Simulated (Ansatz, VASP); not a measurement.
# K4InP2 in VASP and in Ansatz

```xyz
7
Lattice="2.8486 4.9339 0.0000 -2.8486 4.9339 0.0000 0.0000 -3.2893 9.0501" Properties=species:S:1:pos:R:3 pbc="T T T"
K     0.0000    3.2893    1.7119
K     0.0000    3.2893    7.3382
K     0.0000    0.0000    5.6922
K     0.0000    6.5786    3.3579
In    0.0000    0.0000    0.0000
P     0.0000    0.0000    2.4228
P     0.0000    6.5786    6.6273
```

Alike in both runs: functional PBEsol; k mesh 4 × 4 × 4; occupations gaussian, width 0.0139 eV; no spin polarisation.

Ansatz relaxed the structure, and its values are those at the end. VASP's run is a single point on that final structure, the one shown.

|  | VASP | Ansatz |
| --- | --- | --- |
| version | VASP 6.6.1 | Ansatz 0.2.0 |
| potentials or method | VASP PAW PBE potentials, release 64 (K_sv, In_d, P), cutoff 520 eV | PAW plane waves |
| valence electrons in the cell | 59 | 59 |

Ansatz gave:

```
gap on the k mesh at the Fermi level (eV) : none
pressure (GPa)                            : 0.0
rms of the force components (eV/Å)        : 0.002
```

Question: Estimate VASP's values.

Answer: gap on the k mesh at the Fermi level (eV): none; pressure (GPa): 0.0; rms of the force components (eV/Å): 0.006.

VASP's potentials were made for PBE, not for PBEsol. A gap of «none» marks a metal or a gap that the smearing closes. With one functional, cell and mesh, what is left measures potentials, basis and numerics. Ansatz's warnings: structure snapped to symmetry.
